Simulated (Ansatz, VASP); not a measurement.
# Two plane-wave programs on Ga

```
CELL_PARAMETERS angstrom
2.67062 0.00000 0.00000
0.00000 2.67062 0.00000
0.00000 0.00000 2.67062
ATOMIC_POSITIONS crystal
Ga 0.00000 0.00000 0.00000
```

Alike in both runs: functional r2SCAN; k mesh 11 × 11 × 11; occupations fermi-dirac, width 0.1 eV; no spin polarisation.

Ansatz relaxed the structure, and its values are those at the end. VASP's run is a single point on that final structure, the one shown.

|  | VASP | Ansatz |
| --- | --- | --- |
| version | VASP 6.6.1 | Ansatz 0.2.0 |
| potentials or method | VASP PAW PBE potentials, release 64 (Ga_d), cutoff 520 eV | plane waves (500 eV) with PAW, scalar-relativistic |
| valence electrons in the cell | 13 | 13 |

|  | VASP | Ansatz | Ansatz less VASP |
| --- | --- | --- | --- |
| pressure (GPa) | 0.0 | 0.0 | -0.01 |

VASP's potentials were made for PBE, not for r2SCAN.
